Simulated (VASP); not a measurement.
Runs of VASP 6.6.1 on SiSn2. The structure is that of space group P6/mmm (No. 191), or close to it. The cells are those of the table. 

```csv
task,cell,k mesh,cutoff (eV),gap on the mesh (eV),pressure (GPa)
single point,"a = 4.052, b = 4.052, c = 4.375 Å, angles 90.0, 90.0, 120.0°, 3 atoms",6 × 6 × 4,520,none,43.4
relaxation of cell and atoms,"relaxed from a = 4.052, b = 4.052, c = 4.375 Å, angles 90.0, 90.0, 120.0°, 3 atoms",6 × 6 × 4,600,none,0.1
single point,"a = 5.154, b = 5.154, c = 3.108 Å, angles 90.0, 90.0, 120.0°, 3 atoms",6 × 6 × 4,520,none,0.2
single point,"a = 5.232, b = 5.232, c = 3.022 Å, angles 90.0, 90.0, 120.0°, 3 atoms",6 × 6 × 6,520,none,(a)
```

Alike in all rows: level r2SCAN; potentials or basis VASP PAW PBE potentials, release 64 (Si, Sn_d); no spin polarisation; smearing gaussian 0.1 eV.

Problem. Fill in the values left out.

Solution. (a) -0.1.

Caveats: some runs use coarse meshes; the PAW data sets were made with another functional, which shifts forces and pressure a little; spin-orbit coupling is left out, which moves the levels of the heavy elements.

A k mesh can miss the band edges, and the runs leave out spin-orbit coupling on Sn.

A gap of «none» marks levels without a gap at the run's occupations.
